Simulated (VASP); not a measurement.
Wanted: the native input for a VASP 6.6.1 run.

* Task: relaxation of cell and atoms
* Functional: PBE
* Potentials or basis: VASP PAW PBE potentials, release 64 (Li_sv, Cl)
* Cutoff: 600 eV
* k mesh: 8 × 8 × 8
* Occupations: gaussian, width 0.02 eV
* Spin: no spin polarisation
* Dipole correction: no
* Further INCAR settings: ALGO = Normal; EDIFF = 1e-06; IBRION = 2; EDIFFG = -0.01; NSW = 100; ISIF = 3

The structure of LiCl lies in POSCAR:

```
LiCl
1.0
   -1.7768090692      3.1411513025      3.3059096117
    1.7768090692     -3.1411513025      3.3059096117
    1.7768090692      3.1411513025     -3.3059096117
Li Cl
2 2
Direct
    0.7293685373      0.0000000000      0.7293685373
    0.2706314627      0.0000000000      0.2706314627
    0.7382204342      0.7382204342      0.0000000000
    0.2617795658      0.2617795658      0.0000000000
```

The input as run:

INCAR

```
PREC     = Accurate       # precision mode
ENCUT    = 600            # plane-wave cutoff, eV
EDIFF    = 1E-6           # SCF threshold, eV
ISMEAR   = 0              # smearing method
SIGMA    = 0.02           # smearing width, eV
LREAL    = F              # projectors in reciprocal space
LASPH    = T              # aspherical terms in the spheres
NELM     = 60             # most SCF steps
ALGO     = Normal         # electronic algorithm
ISIF     = 3              # what is computed and relaxed
LWAVE    = F              # write WAVECAR
LCHARG   = F              # write CHGCAR
GGA      = PE             # functional
IBRION   = 2              # ionic algorithm
NSW      = 100            # ionic steps
EDIFFG   = -0.01          # ionic threshold
```

KPOINTS

```
Automatic mesh
0
Gamma
  8 8 8
```

Potentials or basis: VASP PAW PBE potentials, release 64 (Li_sv, Cl).

Run with:

```console
$ cat potpaw_PBE.64/Li_sv/POTCAR potpaw_PBE.64/Cl/POTCAR > POTCAR
$ mpirun -np 1 vasp_std > vasp.out
```

It gave:

- Relaxed volume: 18.58 Å³/atom
- Relaxed cell: a = 4.906 Å, b = 4.906 Å, c = 4.906 Å, α = 137.43°, β = 100.20°, γ = 94.95°
- Space group after relaxing (to 0.05 Å): Immm (No. 71)
- Energy gained by relaxing: 0.1 meV/atom
- Ionic steps: 4
- Pressure after relaxing: 0.0 GPa
- Largest force after relaxing: 0.006 eV/Å
- Band gap on the k mesh: 5.08 eV, indirect (least direct gap 5.47 eV)

Caveat: the cutoff is under 1.25 times the usual one of these potentials, so pressure, stress and relaxed cells hold a basis-set (Pulay) error.

Run time: 4.3 min on 1 thread of Oxide Virtual Turin-like Processor, with other jobs on the host, peak memory 0.26 GiB.
